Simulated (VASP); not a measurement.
# CoSi2 in VASP: single point with PBE

Aim: the single point of CoSi2 with PBE.

All numbers are computed with VASP 6.6.1; they aren't measurements. Logs are shortened: lines on timing, memory, paths and dates and some standing lists are left out, and cuts for length are marked.

## 1. The cell of the first run

The cell holds a slab with vacuum, 15 atoms: a = 3.794 Å, b = 3.794 Å, c = 29.071 Å, α = 90.00°, β = 90.00°, γ = 90.00°.

## 2. Single point, PBE

The input, INCAR:

```
SYSTEM = CoSi2
  PREC = Accurate
  ENCUT = 520
  EDIFF = 1E-6
  ISMEAR = 0
  SIGMA = 0.1
  LREAL = Auto
  LASPH = .True.
  NELM = 60
  ALGO = Normal
  ISIF = 2
  LWAVE = .False.
  LCHARG = .True.
  LDIPOL = .True.
  IDIPOL = 3
  DIPOL = 0.5 0.5 0.492
  GGA = PE
  LELF = .True.
  LVHAR = .True.
  LVACPOTAV = .True.
  NBANDS = 56
```

The input, KPOINTS:

```
Automatic mesh
0
Gamma
  13 13 1
  0 0 0
```

The input, POSCAR:

```
CoSi2
1.0
    3.7936278800      0.0000000000      0.0000000000
    0.0000000000      3.7936278800      0.0000000000
    0.0000000000      0.0000000000     29.0712498904
Si Co
10 5
Direct
    0.5000000000      0.0000000000      0.2923850895
    0.0000000000      0.5000000000      0.2923850895
    0.0000000000      0.5000000000      0.3846583784
    0.5000000000      0.0000000000      0.3846583784
    0.5000000000      0.0000000000      0.4769316778
    0.0000000000      0.5000000000      0.4769316778
    0.0000000000      0.5000000000      0.5686795111
    0.5000000000      0.0000000000      0.5686795111
    0.5000000000      0.0000000000      0.6608308385
    0.0000000000      0.5000000000      0.6608308385
    0.5000000000      0.5000000000      0.3385217339
    0.0000000000      0.0000000000      0.4307950333
    0.5000000000      0.5000000000      0.5236247156
    0.0000000000      0.0000000000      0.6144020961
    0.5000000000      0.5000000000      0.7032055393
```

Potentials or basis: VASP PAW PBE potentials, release 64 (Si, Co).

Launch:

```sh
> cat potpaw_PBE.64/Si/POTCAR potpaw_PBE.64/Co/POTCAR > POTCAR
> mpirun -np 1 vasp_std > vasp.out
```

OUTCAR:

```text
SYSTEM = CoSi2
   PREC = Accurate
   ENCUT = 520
   EDIFF = 1E-6
   ISMEAR = 0
   LREAL = Auto
   LASPH = .True.
   NELM = 60
   ISIF = 2
   GGA = PE

 ion  position               nearest neighbor table
   1  0.500  0.000  0.292-  11 2.32  11 2.32   4 2.68   2 2.68   2 2.68   2 2.68   2 2.68
   2  0.000  0.500  0.292-  11 2.32  11 2.32   3 2.68   1 2.68   1 2.68   1 2.68   1 2.68
   3  0.000  0.500  0.385-  11 2.32  11 2.32  12 2.32  12 2.32   2 2.68   4 2.68   4 2.68   4 2.68
                             4 2.68   6 2.68
   4  0.500  0.000  0.385-  11 2.32  11 2.32  12 2.32  12 2.32   1 2.68   3 2.68   3 2.68   3 2.68
                             3 2.68   5 2.68
   5  0.500  0.000  0.477-  12 2.32  12 2.32  13 2.33  13 2.33   8 2.67   6 2.68   6 2.68   6 2.68
                             6 2.68   4 2.68
   6  0.000  0.500  0.477-  12 2.32  12 2.32  13 2.33  13 2.33   7 2.67   5 2.68   5 2.68   5 2.68
                             5 2.68   3 2.68
   7  0.000  0.500  0.569-  13 2.31  13 2.31  14 2.32  14 2.32   6 2.67  10 2.68   8 2.68   8 2.68
                             8 2.68   8 2.68
   8  0.500  0.000  0.569-  13 2.31  13 2.31  14 2.32  14 2.32   5 2.67   9 2.68   7 2.68   7 2.68
                             7 2.68   7 2.68
   9  0.500  0.000  0.661-  15 2.26  15 2.26  14 2.33  14 2.33   8 2.68  10 2.68  10 2.68  10 2.68
                            10 2.68
  10  0.000  0.500  0.661-  15 2.26  15 2.26  14 2.33  14 2.33   7 2.68   9 2.68   9 2.68   9 2.68
                             9 2.68
  11  0.500  0.500  0.339-   1 2.32   2 2.32   1 2.32   2 2.32   3 2.32   4 2.32   4 2.32   3 2.32

  12  0.000  0.000  0.431-   5 2.32   6 2.32   6 2.32   5 2.32   3 2.32   3 2.32   4 2.32   4 2.32

  13  0.500  0.500  0.524-   7 2.31   8 2.31   8 2.31   7 2.31   5 2.33   5 2.33   6 2.33   6 2.33

  14  0.000  0.000  0.614-   7 2.32   8 2.32   7 2.32   8 2.32   9 2.33  10 2.33  10 2.33   9 2.33

  15  0.500  0.500  0.703-   9 2.26  10 2.26   9 2.26  10 2.26

  LATTYP: Found a simple tetragonal cell.
 ALAT       =     3.7936278800
 C/A-ratio  =     7.6631791019

  Lattice vectors:

 A1 = (   3.7936278800,   0.0000000000,   0.0000000000)
 A2 = (   0.0000000000,   3.7936278800,   0.0000000000)
 A3 = (   0.0000000000,   0.0000000000,  29.0712498904)

Analysis of symmetry for initial positions (statically):
=====================================================================
 Subroutine PRICEL returns:
 Original cell was already a primitive cell.

 Routine SETGRP: Setting up the symmetry group for a
 simple tetragonal supercell.

 Subroutine GETGRP returns: Found  8 space group operations
 (whereof  8 operations were pure point group operations)
[... 166 lines left out ...]
   LORBIT       =      0    0 simple, 1 ext, 2 COOP (PROOUT), +10 PAW based schemes
   GGA     = PE    functional components
   LHFCALC =     F    Hartree Fock is set to
   AEXX    =    0.0000 exact exchange contribution
   IVDW    =     0    specifies the selected vdW correction
   LEPSILON=     F    determine dielectric tensor
   LRPA    =     F    only Hartree local field effects (RPA)
 non-spin polarized calculation
 Gauss-broadening in eV      SIGMA  =   0.10
  energy-cutoff  :      520.00
  volume of cell :      418.38
 maximum number of plane-waves:     11305
   NGX = 15   NGY = 15   NGZ =109

 dipolmoment           0.000000      0.000000      0.196458 electrons x Angstroem

 number of electron      85.0000013 magnetization

 dipolmoment           0.000000      0.000000     -0.070664 electrons x Angstroem

 Free energy of the ion-electron system (eV)
  ---------------------------------------------------
  ext. energy  EPLUGINS =         0.00000000
  ---------------------------------------------------
  free energy    TOTEN  =       -92.38350683 eV

  energy without entropy =      -92.33709049  energy(sigma->0) =      -92.36029866

 E-fermi :   2.3080     XC(G=0):  -6.1254

 val. band max:        2.3020268862   @ k =   0.3846   0.3077   0.0000
 cond. band min:       2.3311534490   @ k =   0.2308   0.0000   0.0000
 fundamental gap:      0.0291265628
 Fermi energy:         2.3080390795

 k-point     1 :       0.0000    0.0000    0.0000
  band No.  band energies     occupation
      1     -10.6072      2.00000
      2     -10.0763      2.00000
      3      -9.2164      2.00000
      4      -8.1333      2.00000
      5      -7.0648      2.00000
      6      -4.1140      2.00000
[... 1357 lines left out ...]
     53       5.9064      0.00000
     54       6.3818      0.00000

 [... further k-points ...]

 [bands above 54 left out]

------------------------ aborting loop because EDIFF is reached ----------------------------------------

  FORCE on cell =-STRESS in cart. coord.  units (eV):
  Direction    XX          YY          ZZ          XY          YZ          ZX
  --------------------------------------------------------------------------------------
  -------------------------------------------------------------------------------------
  Total       -2.6508069     -2.6508069     -0.4651052      0.0000000      0.0000000      0.0000000
  in kB      -10.1511563    -10.1511563     -1.7811012      0.0000000      0.0000000      0.0000000
  external PRESSURE =      -7.3611379 kB  Pullay stress =       0.0000000 kB

 VOLUME and BASIS-vectors are now :
 -----------------------------------------------------------------------------
  energy-cutoff  :      520.00
  volume of cell :      418.38
      direct lattice vectors                 reciprocal lattice vectors
     3.793627880  0.000000000  0.000000000     0.263599919  0.000000000  0.000000000
     0.000000000  3.793627880  0.000000000     0.000000000  0.263599919  0.000000000
     0.000000000  0.000000000 29.071249890     0.000000000  0.000000000  0.034398246

 POSITION                                       TOTAL-FORCE (eV/Angst)
 -----------------------------------------------------------------------------------
      1.89681      0.00000      8.50000        -0.000000     -0.000000      0.095260
      0.00000      1.89681      8.50000         0.000000     -0.000000      0.095260
      0.00000      1.89681     11.18250         0.000000      0.000000     -0.053613
      1.89681      0.00000     11.18250        -0.000000      0.000000     -0.053613
      1.89681      0.00000     13.86500         0.000000      0.000000      0.014417
      0.00000      1.89681     13.86500         0.000000      0.000000      0.014417
      0.00000      1.89681     16.53222         0.000000      0.000000      0.053456
      1.89681      0.00000     16.53222         0.000000      0.000000      0.053456
      1.89681      0.00000     19.21118         0.000000      0.000000      0.003076
      0.00000      1.89681     19.21118         0.000000      0.000000      0.003076
      1.89681      1.89681      9.84125         0.000000      0.000000     -0.000886
      0.00000      0.00000     12.52375         0.000000     -0.000000     -0.132627
      1.89681      1.89681     15.22242        -0.000000      0.000000     -0.071303
      0.00000      0.00000     17.86144         0.000000      0.000000     -0.044604
      1.89681      1.89681     20.44306         0.000000      0.000000      0.024226
 -----------------------------------------------------------------------------------
    total drift:                                0.000000     -0.000000     -0.009371

  FREE ENERGIE OF THE ION-ELECTRON SYSTEM (eV)
  ---------------------------------------------------
  free  energy   TOTEN  =       -92.3835068282 eV

  energy  without entropy=      -92.3370904923  energy(sigma->0) =      -92.36029866

 vacuum level on the upper side and lower side of the slab         6.232         7.121
```

OSZICAR:

```text
N       E                     dE             d eps       ncg     rms          rms(c)
DAV:   1     0.605695371583E+03    0.60570E+03   -0.33036E+04  3136   0.132E+03
DAV:   2    -0.402245545894E+02   -0.64592E+03   -0.61758E+03  3392   0.320E+02
DAV:   3    -0.986940308717E+02   -0.58469E+02   -0.56396E+02  3672   0.125E+02
[... 37 lines left out ...]
DAV:  41    -0.923834980795E+02   -0.38679E-05   -0.12160E-06  2616   0.662E-03    0.722E-03
DAV:  42    -0.923835013002E+02   -0.32206E-05   -0.34946E-07  2392   0.566E-03    0.630E-03
DAV:  43    -0.923835038394E+02   -0.25392E-05   -0.62221E-07  2376   0.683E-03    0.300E-03
DAV:  44    -0.923835065747E+02   -0.27353E-05   -0.45708E-07  2400   0.483E-03    0.329E-03
DAV:  45    -0.923835068282E+02   -0.25348E-06   -0.17194E-07  2024   0.361E-03
   1 F= -.92383507E+02 E0= -.92360299E+02  d E =-.464163E-01
```

stdout:

```text
POSCAR found type information on POSCAR SiCo
 POSCAR found :  2 types and      15 ions
 scaLAPACK will be used
 LDA part: xc-table for (Slater+PW92), standard interpolation
 POSCAR, INCAR and KPOINTS ok, starting setup
 FFT: planning ... GRIDC
 FFT: planning ... GRID_SOFT
 FFT: planning ... GRID
 WAVECAR not read
 entering main loop
 -----------------------------------------------------------------------------
|                                                                             |
|           W    W    AA    RRRRR   N    N  II  N    N   GGGG   !!!           |
|           W    W   A  A   R    R  NN   N  II  NN   N  G    G  !!!           |
|           W    W  A    A  R    R  N N  N  II  N N  N  G       !!!           |
|           W WW W  AAAAAA  RRRRR   N  N N  II  N  N N  G  GGG   !            |
|           WW  WW  A    A  R   R   N   NN  II  N   NN  G    G                |
|           W    W  A    A  R    R  N    N  II  N    N   GGGG   !!!           |
|                                                                             |
|     Did not find any points to average over, which means that no vacuum     |
|     field-free region was found. Please increase the size of  your cell     |
|     in the dimension of the dipole correction to obtain accurate            |
|     workfunction values.                                                    |
|                                                                             |
 -----------------------------------------------------------------------------
```

Wall time 39 min (1 thread of Intel Xeon Platinum 8259CL at 2.50GHz (Skylake/Cascade Lake), shared host); peak memory 0.66 GiB.

Results:

```
Free energy            : -92.3835 eV
Largest force          : 0.133 eV/Å
Band gap on the k mesh : zero (an odd number of electrons rules out a gap without spin polarisation)
```

Forces on the atoms (eV/Å):
```
Si   0.000  0.000  0.095
Si   0.000  0.000  0.095
Si   0.000  0.000 -0.054
Si   0.000  0.000 -0.054
Si   0.000  0.000  0.014
Si   0.000  0.000  0.014
Si   0.000  0.000  0.053
Si   0.000  0.000  0.053
Si   0.000  0.000  0.003
Si   0.000  0.000  0.003
Co   0.000  0.000 -0.001
Co   0.000  0.000 -0.133
Co   0.000  0.000 -0.071
Co   0.000  0.000 -0.045
Co   0.000  0.000  0.024
```

Levels at points of the mesh, in eV from the Fermi level:
| k point | band 37 | band 38 | band 39 | band 40 | band 41 | band 42 | band 43 | band 44 | band 45 | band 46 |
| --- | --- | --- | --- | --- | --- | --- | --- | --- | --- | --- |
| (0.00, 0.00, 0.00) | -0.69 | -0.09 | -0.06 | -0.06 | 0.41 | 1.03 | 1.12 | 1.12 | 1.38 | 1.51 |

Caveat: the run has no spin polarisation, though such a crystal can be magnetic.
